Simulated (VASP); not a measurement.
# CsCaH3 (P4/mmm) in VASP: notebook

Runs on CsCaH3. Level: LDA. Tasks: single point.

Everything below comes from runs of VASP 6.6.1. Logs are shortened: lines on timing, memory, paths and dates and some standing lists are left out, and cuts for length are marked.

**1. The cell of the first run**

It takes space group P4/mmm (No. 123, tetragonal). The conventional cell has a = 4.621 Å, b = 4.621 Å, c = 4.413 Å, α = 90.00°, β = 90.00°, γ = 90.00°. Cs (site symmetry 4/mmm) has 12 H at 3.19 to 3.27 Å and 8 Ca at 3.94 Å within 4.2 Å. Within 2.9 Å of Ca (site symmetry 4/mmm) lie 6 H at 2.21 to 2.31 Å. Within 3.3 Å of H (site symmetry mmm) lie 2 Ca at 2.31 Å and 4 Cs at 3.19 Å and 8 H at 3.19 to 3.27 Å. Within 2.9 Å of H (site symmetry 4/mmm) lie 2 Ca at 2.21 Å.

**2. Single point, LDA (strain -0.0450 x Voigt [1, 0, 0, 0, 0, 0])**

INCAR

```
  ALGO = Normal
  EDIFF = 1E-6
  ENCUT = 520
  ISIF = 2
  ISMEAR = 0
  LASPH = T
  LCHARG = T
  LELF = T
  LREAL = F
  LVHAR = T
  LWAVE = F
  NBANDS = 19
  NELM = 60
  PREC = Accurate
  SIGMA = 0.05
```

KPOINTS

```
k-points
0
Gamma
  6 6 6
```

POSCAR

```
CsCaH3
1.0
    4.4132326300      0.0000000000      0.0000000000
    0.0000000000      4.6211860000      0.0000000000
    0.0000000000      0.0000000000      4.6211860000
Cs Ca H
1 1 3
Direct
    0.0000000000      0.0000000000      0.0000000000
    0.5000000000      0.5000000000      0.5000000000
    0.5000000000      0.0000000000      0.5000000000
    0.0000000000      0.5000000000      0.5000000000
    0.5000000000      0.5000000000      0.0000000000
```

Potentials or basis: VASP PAW LDA potentials, release 64 (Cs_sv, Ca_sv, H).

Run with:

```sh
$ cat potpaw_LDA.64/Cs_sv/POTCAR potpaw_LDA.64/Ca_sv/POTCAR potpaw_LDA.64/H/POTCAR > POTCAR
$ mpirun -np 1 vasp_std > vasp.out
```

OUTCAR:

```text
EDIFF = 1E-6
   ENCUT = 520
   ISIF = 2
   ISMEAR = 0
   LASPH = T
   LREAL = F
   NELM = 60
   PREC = Accurate

 ion  position               nearest neighbor table
   1  0.000  0.000  0.000-
   2  0.500  0.500  0.500-
   3  0.500  0.000  0.500-
   4  0.000  0.500  0.500-
   5  0.500  0.500  0.000-

  LATTYP: Found a simple tetragonal cell.
 ALAT       =     4.6211860000
 C/A-ratio  =     0.9550000000

  Lattice vectors:

 A1 = (   0.0000000000,   4.6211860000,   0.0000000000)
 A2 = (   0.0000000000,   0.0000000000,   4.6211860000)
 A3 = (   4.4132326300,   0.0000000000,   0.0000000000)

Analysis of symmetry for initial positions (statically):
=====================================================================
 Subroutine PRICEL returns:
 Original cell was already a primitive cell.

 Routine SETGRP: Setting up the symmetry group for a
 simple tetragonal supercell.

 Subroutine GETGRP returns: Found 16 space group operations
 (whereof 16 operations were pure point group operations)
 out of a pool of 16 trial point group operations.

The static configuration has the point symmetry D_4h.

Analysis of symmetry for dynamics (positions and initial velocities):
=====================================================================
 Subroutine PRICEL returns:
 Original cell was already a primitive cell.

 Routine SETGRP: Setting up the symmetry group for a
 simple tetragonal supercell.

 Subroutine GETGRP returns: Found 16 space group operations
 (whereof 16 operations were pure point group operations)
 out of a pool of 16 trial point group operations.

The dynamic configuration has the point symmetry D_4h.

 Subroutine INISYM returns: Found 16 space group operations
 (whereof 16 operations are pure point group operations),
 and found     1 'primitive' translations

----------------------------------------------------------------------------------------

                                     Primitive cell

  volume of cell :      94.2462

  direct lattice vectors                    reciprocal lattice vectors
     4.413232630  0.000000000  0.000000000     0.226591273  0.000000000  0.000000000
[... 88 lines left out ...]
   LSORBIT =      F    spin-orbit coupling
   LASPH  =      T    aspherical Exc in radial PAW
   ENCUT  =  520.0 eV  38.22 Ry    6.18 a.u.   8.21  8.59  8.59*2*pi/ulx,y,z
   NELM   =     60;   NELMIN=  2; NELMDL= -5     # of ELM steps
   EDIFF  = 0.1E-05   stopping-criterion for ELM
   LREAL  =      F    real-space projection
   EDIFFG = 0.1E-04   stopping-criterion for IOM
   NSW    =      0    number of steps for IOM
   IBRION =     -1    ionic relax: 0-MD 1-quasi-New 2-CG
   NFREE  =      0    steps in history (QN), initial steepest desc. (CG)
   ISIF   =      2    stress and relaxation
   ISYM   =      2    0-nonsym 1-usesym 2-fastsym
   POTIM  = 0.5000    time-step for ionic-motion
   TEBEG  =    0.0;   TEEND  =   0.0 temperature during run
   PSTRESS=    0.0 pullay stress
   NELECT =      22.0000    total number of electrons
   NUPDOWN=      -1.0000    fix difference up-down
   EMIN   =  10.00;   EMAX   =-10.00  energy-range for DOS
   EFERMI =   0.00;   METHOD = LEGACY
   ISMEAR =     0;   SIGMA  =   0.05  broadening in eV -4-tet -1-fermi 0-gaus
   EFERMI_NEDOS =   21; number of points for ismear=-14 and -15
   IALGO  =     38    algorithm
   IMIX   =      4    mixing-type and parameters
     AMIX     =   0.40;   BMIX     =  1.00
     AMIX_MAG =   1.60;   BMIX_MAG =  1.00
  volume/ion in A,a.u.               =      18.85       127.20
  Fermi-wavevector in a.u.,A,eV,Ry     =   1.008001  1.904847 13.824429  1.016067
  Thomas-Fermi vector in A             =   2.140841
   LORBIT       =      0    0 simple, 1 ext, 2 COOP (PROOUT), +10 PAW based schemes
   GGA     = CA    functional components
   LHFCALC =     F    Hartree Fock is set to
   AEXX    =    0.0000 exact exchange contribution
   IVDW    =     0    specifies the selected vdW correction
   LEPSILON=     F    determine dielectric tensor
   LRPA    =     F    only Hartree local field effects (RPA)
 non-spin polarized calculation
 Gauss-broadening in eV      SIGMA  =   0.05
  energy-cutoff  :      520.00
  volume of cell :       94.25
 maximum number of plane-waves:      2560
 NGX is ok and might be reduce to    36
   NGX = 17   NGY = 17   NGZ = 17

 number of electron      22.0000006 magnetization

 Free energy of the ion-electron system (eV)
  ---------------------------------------------------
  ext. energy  EPLUGINS =         0.00000000
  ---------------------------------------------------
  free energy    TOTEN  =       -15.91907753 eV

  energy without entropy =      -15.91907753  energy(sigma->0) =      -15.91907753

 E-fermi :   0.0350     XC(G=0):  -8.5606

 val. band max:       -0.2448321113   @ k =   0.5000   0.5000   0.0000
 cond. band min:       2.4372195875   @ k =   0.5000   0.5000   0.0000
 fundamental gap:      2.6820516988
 Fermi energy:         0.0349882578

 k-point     1 :       0.0000    0.0000    0.0000
  band No.  band energies     occupation
      1     -38.7348      2.00000
      2     -20.4427      2.00000
      3     -20.0601      2.00000
      4     -20.0601      2.00000
      5     -20.0364      2.00000
      6      -7.1821      2.00000
[... 505 lines left out ...]
      6      -7.6778      2.00000
[... 11 lines left out ...]
     18       6.8673      0.00000
     19       7.7103      0.00000

 [... further k-points ...]

------------------------ aborting loop because EDIFF is reached ----------------------------------------

  FORCE on cell =-STRESS in cart. coord.  units (eV):
  Direction    XX          YY          ZZ          XY          YZ          ZX
  --------------------------------------------------------------------------------------
  -------------------------------------------------------------------------------------
  Total        0.0481417     -1.1451195     -1.1451195     -0.0000000      0.0000000      0.0000000
  in kB        0.8184053    -19.4669393    -19.4669393     -0.0000000      0.0000000      0.0000000
  external PRESSURE =     -12.7051578 kB  Pullay stress =       0.0000000 kB

 VOLUME and BASIS-vectors are now :
 -----------------------------------------------------------------------------
  energy-cutoff  :      520.00
  volume of cell :       94.25
      direct lattice vectors                 reciprocal lattice vectors
     4.413232630  0.000000000  0.000000000     0.226591273  0.000000000  0.000000000
     0.000000000  4.621186000  0.000000000     0.000000000  0.216394666  0.000000000
     0.000000000  0.000000000  4.621186000     0.000000000  0.000000000  0.216394666

 POSITION                                       TOTAL-FORCE (eV/Angst)
 -----------------------------------------------------------------------------------
      0.00000      0.00000      0.00000         0.000000      0.000000      0.000000
      2.20662      2.31059      2.31059         0.000000      0.000000      0.000000
      2.20662      0.00000      2.31059         0.000000      0.000000      0.000000
      0.00000      2.31059      2.31059         0.000000      0.000000      0.000000
      2.20662      2.31059      0.00000         0.000000      0.000000      0.000000
 -----------------------------------------------------------------------------------
    total drift:                                0.000000      0.000000      0.000000

  FREE ENERGIE OF THE ION-ELECTRON SYSTEM (eV)
  ---------------------------------------------------
  free  energy   TOTEN  =       -15.9190775280 eV

  energy  without entropy=      -15.9190775280  energy(sigma->0) =      -15.91907753
```

Wall time 25 s (1 thread of Intel Xeon 6975P-C (Granite Rapids), shared host); peak memory 0.22 GiB.

Results:

```yaml
Free_energy: -15.9191 eV
Pressure: -1.3 GPa
Band_gap_on_the_k_mesh: 2.68 eV
```

Stress tensor (GPa, compression positive):
```
 0.08  0.00  0.00
 0.00 -1.95  0.00
 0.00  0.00 -1.95
```

Caveat: the cell differs from its parent crystal (strain -0.0450 x Voigt [1, 0, 0, 0, 0, 0]); spin-orbit coupling is left out, which moves the levels of the heavy elements. A k mesh can miss the band edges.

**3. Single point, LDA (strain -0.0300 x Voigt [1, 0, 0, 0, 0, 0])**

INCAR

```
SYSTEM = CsCaH3
PREC = Accurate
ENCUT = 520
EDIFF = 1E-6
ISMEAR = 0
SIGMA = 0.05
LREAL = .False.
LASPH = .True.
NELM = 100
ALGO = Normal
ISIF = 2
LWAVE = .False.
LCHARG = .True.
LELF = .True.
LVHAR = .True.
NBANDS = 19
```

KPOINTS

```
Automatic mesh
0
Gamma
  6 6 6
  0 0 0
```

Changes to POSCAR since step 2:

```diff
@@ -2,3 +2,3 @@
 1.0
-    4.4132326300      0.0000000000      0.0000000000
+    4.4825504200      0.0000000000      0.0000000000
     0.0000000000      4.6211860000      0.0000000000
```

Potentials or basis: VASP PAW LDA potentials, release 64 (Cs_sv, Ca_sv, H).

Run with:

```sh
$ cat potpaw_LDA.64/Cs_sv/POTCAR potpaw_LDA.64/Ca_sv/POTCAR potpaw_LDA.64/H/POTCAR > POTCAR
$ mpirun -np 1 vasp_std > vasp.out
```

OUTCAR:

```text
SYSTEM = CsCaH3
   PREC = Accurate
   ENCUT = 520
   EDIFF = 1E-6
   ISMEAR = 0
   LREAL = .False.
   LASPH = .True.
   NELM = 100
   ISIF = 2

 ion  position               nearest neighbor table
   1  0.000  0.000  0.000-
   2  0.500  0.500  0.500-
   3  0.500  0.000  0.500-
   4  0.000  0.500  0.500-
   5  0.500  0.500  0.000-
[... 730 lines left out ...]

  FORCE on cell =-STRESS in cart. coord.  units (eV):
  Direction    XX          YY          ZZ          XY          YZ          ZX
  --------------------------------------------------------------------------------------
  -------------------------------------------------------------------------------------
  Total       -0.4911646     -1.2443559     -1.2443559      0.0000000      0.0000000     -0.0000000
  in kB       -8.2206392    -20.8268265    -20.8268265      0.0000000      0.0000000     -0.0000000
  external PRESSURE =     -16.6247641 kB  Pullay stress =       0.0000000 kB

 VOLUME and BASIS-vectors are now :
 -----------------------------------------------------------------------------
  energy-cutoff  :      520.00
  volume of cell :       95.73
      direct lattice vectors                 reciprocal lattice vectors
     4.482550420  0.000000000  0.000000000     0.223087284  0.000000000  0.000000000
     0.000000000  4.621186000  0.000000000     0.000000000  0.216394666  0.000000000
     0.000000000  0.000000000  4.621186000     0.000000000  0.000000000  0.216394666

 POSITION                                       TOTAL-FORCE (eV/Angst)
 -----------------------------------------------------------------------------------
      0.00000      0.00000      0.00000         0.000000      0.000000      0.000000
      2.24128      2.31059      2.31059         0.000000      0.000000      0.000000
      2.24128      0.00000      2.31059         0.000000      0.000000      0.000000
      0.00000      2.31059      2.31059         0.000000      0.000000      0.000000
      2.24128      2.31059      0.00000         0.000000      0.000000      0.000000
 -----------------------------------------------------------------------------------
    total drift:                                0.000000      0.000000      0.000000

  FREE ENERGIE OF THE ION-ELECTRON SYSTEM (eV)
  ---------------------------------------------------
  free  energy   TOTEN  =       -15.9162357856 eV

  energy  without entropy=      -15.9162357856  energy(sigma->0) =      -15.91623579
```

It took 24 s on 1 thread of Intel Xeon 6975P-C (Granite Rapids), shared host; peak memory 0.22 GiB.

What came out:

```yaml
Free_energy: -15.9162 eV
Pressure: -1.7 GPa
Band_gap_on_the_k_mesh: 2.72 eV
```

Stress tensor (GPa, compression positive):
```
-0.82  0.00  0.00
 0.00 -2.08  0.00
 0.00  0.00 -2.08
```

Caveat: the cell differs from its parent crystal (strain -0.0300 x Voigt [1, 0, 0, 0, 0, 0]); spin-orbit coupling is left out, which moves the levels of the heavy elements.
